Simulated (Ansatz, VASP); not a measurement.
**BH3C18: VASP beside Ansatz**

```
C B H
1.0
     7.39800    0.00000    0.00000
    -3.69900    6.40686    0.00000
     0.00000    0.00000   12.00000
C B H
18 1 3
Cartesian
  0.0232 0.0332 1.0107
  1.2655 0.7118 1.0151
  -1.2080 2.1631 0.8532
  -0.0036 2.8806 0.9379
  -2.4288 4.2805 0.8259
  -1.2114 5.0018 0.7986
  2.4843 0.0236 0.8782
  3.7139 0.7414 0.8909
  1.2532 2.1669 1.3492
  2.5059 2.8848 0.9676
  0.0149 4.2840 0.8563
  1.2460 5.0083 0.9189
  4.9512 0.0216 0.8923
  6.1677 0.7435 0.9171
  3.7162 2.1654 0.8754
  4.9544 2.8714 0.7983
  2.4753 4.2744 0.9388
  3.7236 4.9876 0.9954
  3.7751 5.6589 2.6031
  4.9526 8.6061 2.4731
  4.8346 5.5396 3.1350
  2.7414 5.7712 3.1861
```

Alike in both runs: functional PBE; k mesh 2 × 2 × 1; occupations fermi-dirac, width 0.05 eV; no spin polarisation.

Ansatz relaxed the structure, and its values are those at the end. VASP's run is a single point on that final structure, the one shown.

|  | VASP | Ansatz |
| --- | --- | --- |
| version | VASP 6.6.1 | Ansatz 0.2.0 |
| potentials or method | VASP PAW PBE potentials, release 64 (C, B, H), cutoff 520 eV | scalar-relativistic, plane waves, PAW |
| valence electrons in the cell | 78 | 78 |

```csv
,VASP,Ansatz,Ansatz less VASP
rms of the force components (eV/Å),0.008,0.006,-0.0026
```

Ansatz's warnings: xc potential rough in thin density.

The k mesh is coarse, so the values compare programs but aren't converged.
